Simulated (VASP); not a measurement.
NiO: relaxation of cell and atoms with PBEsol

The system is NiO.

```
Ni O
1.0
     5.55178    0.00000    0.00000
     0.00000    5.55178    0.00000
     0.00000    0.00000    2.79686
Ni O
4 4
Direct
  0.14621 0.14621 0.50000
  0.85379 0.85379 0.50000
  0.64621 0.35379 0.00000
  0.35379 0.64621 0.00000
  0.80449 0.19551 0.50000
  0.19551 0.80449 0.50000
  0.69551 0.69551 0.00000
  0.30449 0.30449 0.00000
```

```
Program                : VASP 6.6.1
Task                   : relaxation of cell and atoms
Functional             : PBEsol
Potentials or basis    : VASP PAW PBE potentials, release 64 (Ni, O)
Cutoff                 : 600 eV
k mesh                 : 6 × 6 × 12
Occupations            : gaussian, width 0.1 eV
Spin                   : no spin polarisation
Dipole correction      : no
Further INCAR settings : ALGO = Normal; EDIFF = 1e-06; IBRION = 2; EDIFFG = -0.01; NSW = 80; ISIF = 3
```

```
Relaxed volume                        : 10.80 Å³/atom
Relaxed cell                          : a = 5.529 Å, b = 5.529 Å, c = 2.827 Å, α = 90.00°, β = 90.00°, γ = 90.00°
Space group after relaxing (to 0.1 Å) : P4_2/mnm (No. 136)
Energy gained by relaxing             : 0.6 meV/atom
Ionic steps                           : 5
Pressure after relaxing               : 0.0 GPa
Largest force after relaxing          : 0.004 eV/Å
Band gap on the k mesh                : zero (bands 32 and 33 overlap by 1.18 eV)
```

Forces in eV/Å, atoms in the order of the input:
```
Ni  -0.002 -0.002  0.000
Ni   0.002  0.002  0.000
Ni  -0.002  0.002  0.000
Ni   0.002 -0.002  0.000
O    0.003 -0.003  0.000
O   -0.003  0.003  0.000
O   -0.003 -0.003  0.000
O    0.003  0.003  0.000
```

Stress tensor (GPa, compression positive):
```
-0.04  0.00  0.00
 0.00 -0.04  0.00
 0.00  0.00  0.04
```

The path:
| step | energy change (eV) | largest force (eV/Å) | pressure (GPa) | volume (Å³) |
| --- | --- | --- | --- | --- |
| 1 | 0.0000 | 0.0164 | 0.18 | 86.21 |
| 2 | -0.0024 | 0.0507 | 0.00 | 86.36 |
| 3 | -0.0033 | 0.0837 | -0.21 | 86.50 |
| 4 | -0.0047 | 0.0194 | -0.04 | 86.45 |
| 5 | -0.0048 | 0.0042 | -0.01 | 86.42 |

Final structure:
```xyz
8
Lattice="5.5289 0.0000 0.0000 0.0000 5.5289 0.0000 0.0000 0.0000 2.8273" Properties=species:S:1:pos:R:3 pbc="T T T"
Ni    0.8134    0.8134    1.4136
Ni    4.7155    4.7155    1.4136
Ni    3.5778    1.9510    0.0000
Ni    1.9510    3.5778    0.0000
O     4.4458    1.0831    1.4136
O     1.0831    4.4458    1.4136
O     3.8475    3.8475    0.0000
O     1.6814    1.6814    0.0000
```

Levels at points of the mesh, in eV from the Fermi level:
```csv
k point,band 29,band 30,band 31,band 32,band 33,band 34,band 35,band 36
"(0.00, 0.00, 0.00)",-0.92,-0.92,0.11,0.61,0.61,0.92,0.94,0.96
"(0.50, 0.00, 0.00)",-0.24,-0.24,-0.10,-0.10,0.53,0.53,0.78,0.78
"(0.50, 0.50, 0.00)",-0.25,-0.25,-0.20,-0.20,0.08,0.08,0.64,0.64
"(0.00, 0.00, 0.50)",-0.99,-0.99,-0.76,-0.76,-0.42,-0.42,0.45,0.45
"(0.50, 0.00, 0.50)",-0.79,-0.79,-0.57,-0.57,-0.57,-0.57,0.28,0.28
"(0.50, 0.50, 0.50)",-0.95,-0.95,-0.77,-0.77,0.01,0.01,0.07,0.07
```

It took 6.8 min on 1 thread of Intel(R) Xeon(R) 6975P-C (Granite Rapids), with other jobs on the host, peak memory 0.38 GiB.

Caveat: the PAW data sets were made with another functional, which shifts forces and pressure a little; the run has no spin polarisation, though such a crystal can be magnetic; semilocal functionals often make such compounds metallic where correlation or magnetic order opens a gap, which also shifts bond lengths. Spin polarisation is off, so any magnetic state and its effect on volume and gap are missing.
